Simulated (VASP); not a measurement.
# Ti4Be3Al6Ni3 in VASP: further runs, part 3 of 4

VASP 6.6.1. The steps go on from the part before.

## (4) Single point, PBE

Input file INCAR:

```
ALGO     = Normal         # electronic algorithm
EDIFF    = 1E-6           # SCF threshold, eV
ENCUT    = 400            # plane-wave cutoff, eV
GGA      = PE             # functional
GGA_COMPAT= False        
ISIF     = 2              # what is computed and relaxed
ISMEAR   = -1             # smearing method
ISYM     = -1           
LASPH    = True           # aspherical terms in the spheres
LCHARG   = False          # write CHGCAR
LREAL    = Auto         
LWAVE    = False          # write WAVECAR
NBANDS   = 65             # bands
NELM     = 120            # most SCF steps
PREC     = Accurate       # precision mode
SIGMA    = 0.0724         # smearing width, eV
```

Input file KPOINTS:

```
explicit points
1
Reciprocal
  0.25000000   0.25000000   0.25000000 1
```

Input file POSCAR:

```
Ti4Be3Al6Ni3
1.0
    5.9660070000     -0.0851050000      0.0886860000
   -0.0851050000      6.3201460000     -0.0851570000
    0.0886860000     -0.0851570000      6.0902670000
Al Ti Be Ni
6 4 3 3
Direct
    1.0461688992      0.8225871051      0.4658266239
    0.8530560580      0.1467144803      0.7367873421
    0.1879159089      0.9027236694      0.9024837054
    0.6568197782      0.4448339809      0.5458043151
    0.8328143205      0.5389028946     -0.0164483129
    0.4907771175      0.2417048700      0.9354190551
    0.5610358769      0.9245213182      0.5570035655
    0.8305854618      0.1568432507      0.2701042497
    0.1903387704      0.5143663043      0.6832950850
    0.4110377093      0.6433697235      0.1527087639
    0.1323987676      0.2891731023      1.0460963693
    0.3918847233      0.2933125208      0.3351527816
    0.6514789650      0.9027428173      0.9534071013
    0.3488519402      0.0154698148      0.2136576409
    0.2508330617      0.1420922822      0.6257127596
    1.0234739074      0.4389234088      0.3623692678
```

Potentials or basis: VASP PAW PBE potentials, release 64 (Al, Ti_sv, Be, Ni).

The run is started by

```bash
> cat potpaw_PBE.64/Al/POTCAR potpaw_PBE.64/Ti_sv/POTCAR potpaw_PBE.64/Be/POTCAR potpaw_PBE.64/Ni/POTCAR > POTCAR
> mpirun -np 1 vasp_std > vasp.out
```

OUTCAR:

```text
EDIFF = 1E-6
   ENCUT = 400
   GGA = PE
   ISIF = 2
   ISMEAR = -1
   ISYM = -1
   LASPH = True
   LREAL = Auto
   NELM = 120
   PREC = Accurate

 ion  position               nearest neighbor table
   1  0.046  0.823  0.466-  16 2.49  15 2.52   9 2.57  14 2.63   8 2.81   3 2.84   2 2.84   7 3.02
                            10 3.07   4 3.32
   2  0.853  0.147  0.737-  13 2.34  15 2.45   7 2.47   6 2.52   4 2.57  11 2.67   3 2.79   1 2.84
                             8 2.85   5 2.87   9 3.05  16 3.10
   3  0.188  0.903  0.902-  14 2.24  15 2.31  11 2.60  10 2.68   9 2.76   6 2.77   2 2.79  13 2.79
                             1 2.84   7 3.02   5 3.12
   4  0.657  0.445  0.546-  12 2.24  16 2.43   2 2.57   8 2.65   6 2.87   9 2.92   5 2.93  15 3.08
                             7 3.10   1 3.32
   5  0.833  0.539  0.984-  11 2.46  13 2.58  16 2.70   6 2.75   9 2.77  10 2.78   2 2.87   4 2.93
                             8 3.02   3 3.12
   6  0.491  0.242  0.935-  11 2.25  14 2.37  13 2.38  15 2.46  12 2.50   2 2.52   5 2.75   3 2.77
                             4 2.87  10 2.88   8 2.99   9 3.00   7 3.04
   7  0.561  0.925  0.557-  15 2.36   2 2.47  13 2.50  14 2.56   8 2.76   1 3.02   3 3.02   6 3.04
                             4 3.10
   8  0.831  0.157  0.270-  16 2.17  11 2.37   4 2.65   7 2.76   1 2.81   2 2.85   6 2.99   5 3.02

   9  0.190  0.514  0.683-  16 2.25  15 2.41   1 2.57   3 2.76   5 2.77   4 2.92   6 3.00   2 3.05

  10  0.411  0.643  0.153-  14 2.41  13 2.47  12 2.50   3 2.68   5 2.78   6 2.88  16 2.90   1 3.07

  11  0.132  0.289  0.046-  16 2.21   6 2.25   8 2.37  12 2.38  14 2.45   5 2.46   3 2.60   2 2.67

  12  0.392  0.293  0.335-  14 1.90  15 2.17   4 2.24  11 2.38  16 2.41  10 2.50   6 2.50
  13  0.651  0.903  0.953-   2 2.34   6 2.38  10 2.47  14 2.47   7 2.50   5 2.58   3 2.79
  14  0.349  0.015  0.214-  12 1.90   3 2.24   6 2.37  10 2.41  11 2.45  13 2.47   7 2.56   1 2.63
                            15 2.67
  15  0.251  0.142  0.626-  12 2.17   3 2.31   7 2.36   9 2.41   2 2.45   6 2.46   1 2.52  14 2.67
                            16 2.89   4 3.08
  16  0.023  0.439  0.362-   8 2.17  11 2.21   9 2.25  12 2.41   4 2.43   1 2.49   5 2.70  15 2.89
                            10 2.90   2 3.10

IMPORTANT INFORMATION: All symmetrisations will be switched off!
NOSYMM: (Re-)initialisation of all symmetry stuff for point group C_1.

----------------------------------------------------------------------------------------

                                     Primitive cell

  volume of cell :     229.5040

  direct lattice vectors                    reciprocal lattice vectors
     5.966007000 -0.085105000  0.088686000     0.167683879  0.002225494 -0.002410682
    -0.085105000  6.320146000 -0.085157000     0.002225494  0.158283544  0.002180788
     0.088686000 -0.085157000  6.090267000    -0.002410682  0.002180788  0.164262011

  length of vectors
     5.967273045  6.321292592  6.091507946     0.167715972  0.158314210  0.164294173

  position of ions in fractional coordinates (direct lattice)
     0.046168899  0.822587105  0.465826624
     0.853056058  0.146714480  0.736787342
     0.187915909  0.902723669  0.902483705
     0.656819778  0.444833981  0.545804315
     0.832814320  0.538902895  0.983551687
     0.490777118  0.241704870  0.935419055
[... 8 lines left out ...]
     0.250833062  0.142092282  0.625712760
     0.023473907  0.438923409  0.362369268

  ion indices of the primitive-cell ions
   primitive index   ion index
                 1           1
                 2           2
                 3           3
                 4           4
                 5           5
                 6           6
[... 8 lines left out ...]
                15          15
                16          16

----------------------------------------------------------------------------------------

 KPOINTS: explicit points

Read explicit list of k-points.

 Found      1 k-points:

 Following reciprocal coordinates:
            Coordinates               Weight
  0.250000  0.250000  0.250000      1.000000
   k-points           NKPTS =      1   k-points in BZ     NKDIM =      1   number of bands    NBANDS=     65
   number of dos      NEDOS =    301   number of ions     NIONS =     16
   total plane-waves  NPLWV =  67200
   dimension x,y,z NGX =    40 NGY =   42 NGZ =   40
   dimension x,y,z NGXF=    80 NGYF=   84 NGZF=   80
   ions per type =               6   4   3   3
   NGX,Y,Z   is equivalent  to a cutoff of  11.14, 11.05, 10.92 a.u.
   NGXF,Y,Z  is equivalent  to a cutoff of  22.29, 22.09, 21.83 a.u.
 SYSTEM =  unknown system
   PREC   = accura    normal or accurate (medium, high low for compatibility)
   ISTART =      0    job   : 0-new  1-cont  2-samecut
   ICHARG =      2    charge: 1-file 2-atom 10-const
   ISPIN  =      1    spin polarized calculation?
   LNONCOLLINEAR =      F non collinear calculations
   LSORBIT =      F    spin-orbit coupling
   LASPH  =      T    aspherical Exc in radial PAW
   ENCUT  =  400.0 eV  29.40 Ry    5.42 a.u.   9.73 10.31  9.93*2*pi/ulx,y,z
   NELM   =    120;   NELMIN=  2; NELMDL= -5     # of ELM steps
   EDIFF  = 0.1E-05   stopping-criterion for ELM
   LREAL  =      T    real-space projection
   EDIFFG = 0.1E-04   stopping-criterion for IOM
   NSW    =      0    number of steps for IOM
   IBRION =     -1    ionic relax: 0-MD 1-quasi-New 2-CG
   NFREE  =      0    steps in history (QN), initial steepest desc. (CG)
   ISIF   =      2    stress and relaxation
   ISYM   =     -1    0-nonsym 1-usesym 2-fastsym
   POTIM  = 0.5000    time-step for ionic-motion
   TEBEG  =    0.0;   TEEND  =   0.0 temperature during run
   PSTRESS=    0.0 pullay stress
   NELECT =     102.0000    total number of electrons
   NUPDOWN=      -1.0000    fix difference up-down
   EMIN   =  10.00;   EMAX   =-10.00  energy-range for DOS
   EFERMI =   0.00;   METHOD = LEGACY
   ISMEAR =    -1;   SIGMA  =   0.07  broadening in eV -4-tet -1-fermi 0-gaus
   EFERMI_NEDOS =   21; number of points for ismear=-14 and -15
   IALGO  =     38    algorithm
   IMIX   =      4    mixing-type and parameters
     AMIX     =   0.40;   BMIX     =  1.00
     AMIX_MAG =   1.60;   BMIX_MAG =  1.00
  volume/ion in A,a.u.               =      14.34        96.80
  Fermi-wavevector in a.u.,A,eV,Ry     =   1.249333  2.360897 21.236413  1.560832
  Thomas-Fermi vector in A             =   2.383378
   LORBIT       =      0    0 simple, 1 ext, 2 COOP (PROOUT), +10 PAW based schemes
   GGA     = PE    functional components
   LHFCALC =     F    Hartree Fock is set to
   AEXX    =    0.0000 exact exchange contribution
   IVDW    =     0    specifies the selected vdW correction
   LEPSILON=     F    determine dielectric tensor
   LRPA    =     F    only Hartree local field effects (RPA)
 non-spin polarized calculation
  energy-cutoff  :      400.00
  volume of cell :      229.50
 maximum number of plane-waves:      4190
 NGX is ok and might be reduce to    40
   NGX = 19   NGY = 21   NGZ = 19

 number of electron     102.0000004 magnetization

 Free energy of the ion-electron system (eV)
  ---------------------------------------------------
  ext. energy  EPLUGINS =         0.00000000
  ---------------------------------------------------
  free energy    TOTEN  =       -82.34796519 eV

  energy without entropy =      -82.11480854  energy(sigma->0) =      -82.23138686

 E-fermi :   7.7792     XC(G=0): -10.9111

 val. band max:        7.7398879038   @ k =   0.2500   0.2500   0.2500
 cond. band min:       7.8191124235   @ k =   0.2500   0.2500   0.2500
 fundamental gap:      0.0792245197
 Fermi energy:         7.7791536203

 k-point     1 :       0.2500    0.2500    0.2500
  band No.  band energies     occupation
      1     -49.3038      2.00000
      2     -49.1061      2.00000
      3     -49.0484      2.00000
      4     -48.9786      2.00000
      5     -25.6343      2.00000
      6     -25.5834      2.00000
[... 55 lines left out ...]
     62       9.5207      0.00000
     63       9.6391      0.00000
 [bands above 63 left out]

------------------------ aborting loop because EDIFF is reached ----------------------------------------

  FORCE on cell =-STRESS in cart. coord.  units (eV):
  Direction    XX          YY          ZZ          XY          YZ          ZX
  --------------------------------------------------------------------------------------
  -------------------------------------------------------------------------------------
  Total        3.7187740     12.1179393      3.8888486     -1.2514346      0.1290282      0.3466506
  in kB       25.9609189     84.5958488     27.1482168     -8.7363183      0.9007516      2.4199827
  external PRESSURE =      45.9016615 kB  Pullay stress =       0.0000000 kB

 VOLUME and BASIS-vectors are now :
 -----------------------------------------------------------------------------
  energy-cutoff  :      400.00
  volume of cell :      229.50
      direct lattice vectors                 reciprocal lattice vectors
     5.966007000 -0.085105000  0.088686000     0.167683879  0.002225494 -0.002410682
    -0.085105000  6.320146000 -0.085157000     0.002225494  0.158283544  0.002180788
     0.088686000 -0.085157000  6.090267000    -0.002410682  0.002180788  0.164262011

 POSITION                                       TOTAL-FORCE (eV/Angst)
 -----------------------------------------------------------------------------------
      0.24675      5.15527      2.77105        -0.253089      0.492520     -0.782367
      5.14219      0.79192      4.55039         2.217896      0.386998      0.421740
      1.12432      5.61250      5.43616        -1.089914     -0.703804     -0.334156
      3.92914      2.70904      3.34446         0.007246      1.603871      0.406637
      5.00994      3.25131      6.01806         0.274613      1.066458      0.737944
      2.99037      1.40619      5.71989         0.032333      0.569836     -0.165179
[... 8 lines left out ...]
      1.53987      0.82341      3.82090        -0.641021      0.489711     -1.093896
      0.13483      2.74120      2.17163         0.872844      0.919330     -0.219940
 -----------------------------------------------------------------------------------
    total drift:                               -0.000882      0.001718      0.001038

  FREE ENERGIE OF THE ION-ELECTRON SYSTEM (eV)
  ---------------------------------------------------
  free  energy   TOTEN  =       -82.3479651881 eV

  energy  without entropy=      -82.1148085395  energy(sigma->0) =      -82.23138686
```

Run time: 26 s. Hardware: 1 thread of Intel Xeon 6975P-C (Granite Rapids), shared host; peak memory 0.24 GiB.

Results:

* Free energy: -82.3480 eV
* Pressure: 4.6 GPa
* Largest force: 2.687 eV/Å

Forces in eV/Å, atoms in the order of the input:
```
Al  -0.253  0.493 -0.782
Al   2.218  0.387  0.422
Al  -1.090 -0.704 -0.334
Al   0.007  1.604  0.407
Al   0.275  1.066  0.738
Al   0.032  0.570 -0.165
Ti  -0.861 -1.138 -0.326
Ti  -0.882 -2.131 -1.379
Ti   1.260 -0.331  1.050
Ti  -0.060 -1.147  0.306
Be   0.248  0.429 -0.497
Be  -0.601  1.306  0.431
Be   0.003 -0.428  0.895
Ni  -0.527 -1.384  0.549
Ni  -0.641  0.490 -1.094
Ni   0.873  0.919 -0.220
```

Caveat: the atoms stand as in a frame of molecular dynamics.

## (5) Single point, PBE

Input file INCAR:

```
PREC = Accurate
ENCUT = 400
EDIFF = 1E-6
ISMEAR = -1
SIGMA = 0.05
LREAL = Auto
LASPH = T
NELM = 120
ALGO = Normal
ISIF = 2
LWAVE = F
LCHARG = F
GGA = PE
ISYM = -1
NBANDS = 65
GGA_COMPAT = F
```

KPOINTS is that of step 4.

Input file POSCAR:

```
Ti4Be3Al6Ni3
1.0
    5.9660070000     -0.0851050000      0.0886860000
   -0.0851050000      6.3201460000     -0.0851570000
    0.0886860000     -0.0851570000      6.0902670000
Al Ti Be Ni
6 4 3 3
Direct
    0.0313024691      0.8114914109      0.4219406281
    0.8781410133      0.1566531367      0.6829210111
    0.1135337022      0.8836937101      0.9070303248
    0.7007431061      0.5326648115      0.5748163478
    0.8546770317      0.5425856179      1.0185778516
    0.5018949263      0.2378074220      0.8926319508
    0.5008754875      0.8869636279      0.5692147024
    0.8134818970      0.1505908412      0.2254509382
    0.2485110267      0.5110504687      0.6852877018
    0.3979929504      0.6201499600      0.1632290846
    0.1416094927      0.2900014226      0.0305160466
    0.4506009949      0.2875718634      0.3500565340
    0.6716730088      0.8677919339      0.9658746596
    0.3543498488      0.0023613849      0.1929536452
    0.2287451897      0.1295006102      0.5860986698
    0.0369766485      0.4267250479      0.3728490580
```

The run is started by

```bash
> cat potpaw_PBE.64/Al/POTCAR potpaw_PBE.64/Ti_sv/POTCAR potpaw_PBE.64/Be/POTCAR potpaw_PBE.64/Ni/POTCAR > POTCAR
> mpirun -np 1 vasp_std > vasp.out
```

Wall time 26 s (1 thread of Intel Xeon 6975P-C (Granite Rapids), shared host); peak memory 0.23 GiB.

The run converged. Its results:

```
Free energy   : -84.0554 eV
Pressure      : -0.2 GPa
Largest force : 1.639 eV/Å
```

Forces on the atoms (eV/Å):
```
Al   0.104 -0.055  0.126
Al  -1.408  0.248  0.802
Al  -0.019  0.185 -0.076
Al   0.489 -0.624 -0.475
Al   0.326  0.009  0.554
Al  -0.033 -0.264  0.296
Ti   0.022  0.751 -0.244
Ti   0.467 -0.932 -0.625
Ti  -0.417  0.576  0.010
Ti   0.106 -0.390  0.027
Be   0.180  0.025  0.006
Be  -0.394  0.032  0.493
Be  -0.315  0.364 -0.431
Ni  -0.081  0.344 -0.154
Ni   0.668  0.221 -0.222
Ni   0.305 -0.489 -0.087
```

Stress tensor (GPa, compression positive):
```
 1.10 -5.11  0.97
-5.11  3.27 -2.15
 0.97 -2.15 -5.02
```

Levels at points of the mesh, in eV from the Fermi level:
```csv
k point,band 47,band 48,band 49,band 50,band 51,band 52,band 53,band 54,band 55,band 56
"(0.25, 0.25, 0.25)",-1.03,-0.83,-0.60,-0.50,-0.12,0.13,0.26,0.37,0.52,0.70
```

Caveat: the atoms stand as in a frame of molecular dynamics. Spin polarisation is off, so any magnetic state and its effect on volume and gap are missing.

[end of part 3 of 4]
